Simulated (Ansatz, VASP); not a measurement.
# AlNi in VASP and in Ansatz

File INCAR:

```
SYSTEM = AlNi
PREC = Accurate
ENCUT = 520
EDIFF = 1E-6
ISMEAR = 0
SIGMA = 0.15
LREAL = .FALSE.
LASPH = .TRUE.
NELM = 80
ALGO = Fast
ISIF = 2
LWAVE = .FALSE.
LCHARG = .TRUE.
GGA = PE
LELF = .TRUE.
LVHAR = .TRUE.
NBANDS = 14
```

The input KPOINTS:

```
Automatic mesh
0
G
  16 16 16
  0 0 0
```

The input POSCAR:

```
AlNi
1.0
    2.9167333879      0.0000000000      0.0000000000
    0.0000000000      2.9167333879      0.0000000000
    0.0000000000      0.0000000000      2.9167333879
Al Ni
1 1
Direct
    0.0000000000      0.0000000000      0.0000000000
    0.5000000000      0.5000000000      0.5000000000
```

Input for Ansatz:

```yaml
crystal:
  lattice:
    - [2.9167333879, 0.0, 0.0]
    - [0.0, 2.9167333879, 0.0]
    - [0.0, 0.0, 2.9167333879]
  atoms:
    - { symbol: Al, position: [0.0, 0.0, 0.0] }
    - { symbol: Ni, position: [0.5, 0.5, 0.5] }
basis:
  ecutwfc: 520.0
kpoints:
  mp_grid: { grid: [16, 16, 16] }
hamiltonian:
  xc: pbe
  pseudopotentials: { kind: paw, azcp: { folder: soft_1 } }
scf:
  occupations: { method: gaussian, width: 0.15 }
output:
  forces: true
  stress: true
  eigenvalues: true
  write_density: true
  write_potential: true
  elf: true
  volumetric_format: npy
```

Change from the starting cell: mode 6 frozen in at +0.000 Å, equal normal strain along x, y and z +0.0083.

Alike in both runs: task single point; functional PBE; k mesh 16 × 16 × 16; occupations gaussian, width 0.15 eV; no spin polarisation.

|  | VASP | Ansatz |
| --- | --- | --- |
| version | VASP 6.6.1 | Ansatz 0.2.0 |
| potentials or method | VASP PAW PBE potentials, release 64 (Al, Ni), cutoff 520 eV | scalar-relativistic, plane waves, PAW |
| valence electrons in the cell | 13 | 21 |

```tsv
	VASP	Ansatz	Ansatz less VASP
gap on the k mesh at the Fermi level (eV)	none	none	-
pressure (GPa)	-3.8	-3.7	+0.08
```

A gap of «none» marks a metal or a gap that the smearing closes. VASP's potentials hold 13 valence electrons a cell and Ansatz's 21, so a difference there can come from the potentials and not from the codes.
